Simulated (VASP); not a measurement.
A run of VASP 6.6.1:

Contents of POSCAR:

```
Ti
1.0
   -1.5927040283      1.5927040283      1.5927040283
    1.5927040283     -1.5927040283      1.5927040283
    1.5927040283      1.5927040283     -1.5927040283
Ti
1
Direct
    0.0000000000      0.0000000000      0.0000000000
```

The input INCAR.step1:

```
SYSTEM = Ti
ALGO     = Normal         ! electronic algorithm
EDIFF    = 1E-4           ! SCF threshold, eV
ENCUT    = 520            ! plane-wave cutoff, eV
GGA      = PE             ! functional
ISMEAR   = 0              ! smearing method
LASPH    = .True.         ! aspherical terms in the spheres
LCHARG   = .False.        ! write CHGCAR
LREAL    = .False.        ! projectors in reciprocal space
LWAVE    = .True.         ! write WAVECAR
NBANDS   = 12             ! bands
NELM     = 100            ! most SCF steps
PREC     = Accurate       ! precision mode
SIGMA    = 0.1            ! smearing width, eV
```

INCAR.step2

```
SYSTEM = Ti
ALGO     = Normal         ! electronic algorithm
EDIFF    = 1E-6           ! SCF threshold, eV
ENCUT    = 520            ! plane-wave cutoff, eV
ISIF     = 2              ! what is computed and relaxed
ISMEAR   = 0              ! smearing method
ISTART   = 1            
LASPH    = .True.         ! aspherical terms in the spheres
LCHARG   = .True.         ! write CHGCAR
LELF     = .True.         ! ELF
LMIXTAU  = .True.       
LREAL    = .False.        ! projectors in reciprocal space
LVHAR    = .True.       
LWAVE    = .False.        ! write WAVECAR
METAGGA  = R2SCAN         ! meta-GGA
NBANDS   = 12             ! bands
NELM     = 100            ! most SCF steps
PREC     = Accurate       ! precision mode
SIGMA    = 0.1            ! smearing width, eV
```

File KPOINTS:

```
k-points
0
Gamma
  18 18 18
  0 0 0
```

Potentials or basis: VASP PAW PBE potentials, release 64 (Ti_sv).

The run is started by

```console
$ cat potpaw_PBE.64/Ti_sv/POTCAR > POTCAR
$ cp INCAR.step1 INCAR
$ mpirun -np 1 vasp_std > vasp.out
$ cp INCAR.step2 INCAR
$ mpirun -np 1 vasp_std > vasp.out
```

Hardware: 1 thread of Intel(R) Xeon(R) Platinum 8488C (Sapphire Rapids), with other jobs on the host.

Problem. How long does it take, and how much memory?

Solution. Run time: 85 s on 1 thread of Intel(R) Xeon(R) Platinum 8488C (Sapphire Rapids), with other jobs on the host, peak memory 0.17 GiB. Counts: k points 195.
